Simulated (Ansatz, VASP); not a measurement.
**One calculation of W, two programs**

INCAR

```
SYSTEM = W
  PREC = Accurate
  ENCUT = 600
  EDIFF = 1E-6
  ISMEAR = 0
  SIGMA = 0.1
  LREAL = .FALSE.
  LASPH = .TRUE.
  NELM = 100
  ALGO = Normal
  ISIF = 3
  LWAVE = .FALSE.
  LCHARG = .FALSE.
  GGA = PE
  IBRION = 2
  NSW = 90
  EDIFFG = -0.04
```

Contents of KPOINTS:

```
regular mesh
0
G
  8 8 8
  0 0 0
```

POSCAR

```
W
1.0
   -2.4656804795      2.4656804795      1.3450742167
    2.4656804795     -2.4656804795      1.3450742167
    2.4656804795      2.4656804795     -1.3450742167
W
2
Direct
    0.0000000000      0.0000000000      0.0000000000
    0.7500000000      0.2500000000      0.5000000000
```

Input for Ansatz:

```yaml
crystal:
  lattice:
    - [-2.4656804795, 2.4656804795, 1.3450742167]
    - [2.4656804795, -2.4656804795, 1.3450742167]
    - [2.4656804795, 2.4656804795, -1.3450742167]
  atoms:
    - { symbol: W, position: [0.0, 0.0, 0.0] }
    - { symbol: W, position: [0.75, 0.25, 0.5] }
basis:
  ecutwfc: 420
kpoints:
  mp_grid: { grid: [8, 8, 8] }
hamiltonian:
  xc: pbe
scf:
  occupations: { method: gaussian, width: 0.1 }
  lower_state_search: "off"
output:
  forces: true
  stress: true
  eigenvalues: true
relax:
  adjacent_minimum: "off"
  f_tol: 0.04
  max_steps: 70
  cell: { stress_tol: 0.4 }
```

Alike in both runs: task relaxation of cell and atoms; functional PBE; k mesh 8 × 8 × 8; occupations gaussian, width 0.1 eV; no spin polarisation.

```csv
,VASP,Ansatz
version,VASP 6.6.1,Ansatz 0.2.0
potentials or method,"VASP PAW PBE potentials, release 64 (W_sv), cutoff 600 eV","scalar-relativistic, plane waves, PAW"
valence electrons in the cell,28,28
```

Ansatz gave:

| Property | Result |
| --- | --- |
| gap on the k mesh at the Fermi level, each at its own relaxed structure (eV) | none |
| relaxed volume (Å³/atom) | 17.64 |
| relaxed cell length with the largest relative difference (Å) | 3.860 |

**Question.** Which values does VASP return?

**Answer.** gap on the k mesh at the Fermi level, each at its own relaxed structure (eV): none; relaxed volume (Å³/atom): 17.68; relaxed cell length with the largest relative difference (Å): 3.863.

A gap of «none» marks a metal or a gap that the smearing closes.

Neither program's run includes spin-orbit coupling.
